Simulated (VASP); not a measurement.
Crystal: Rh.

```
Rh
1.0
     0.00000    1.88076    1.88076
     1.88076    0.00000    1.88076
     1.88076    1.88076    0.00000
Rh
1
Direct
  0.00000 0.00000 0.00000
```

This cell differs from its parent crystal: volume scaled by 0.97.

Base run:

- Program: VASP 6.6.1
- Functional: r2SCAN
- Potentials or basis: VASP PAW PBE potentials, release 64 (Rh_pv)
- Cutoff: 520 eV
- k mesh: 18 × 18 × 18
- Occupations: gaussian, width 0.1 eV
- Spin: no spin polarisation

Its results: pressure 10.7 GPa.

Question: The run is repeated on the same cell with these changes: potentials or basis from VASP PAW PBE potentials, release 64 (Rh_pv) to VASP PAW PBE potentials, release 64 (Rh_sv_GW); cutoff from 520 eV to 580 eV; further incar settings from ALGO = Normal; EDIFF = 1e-07; NBANDS = 14 to ALGO = Normal; EDIFF = 1e-06; NBANDS = 14; valence electrons from 15 to 17. What comes out?

Answer: Pressure 7.6 GPa.

Caveats: the PAW data sets were made with another functional, which shifts forces and pressure a little.
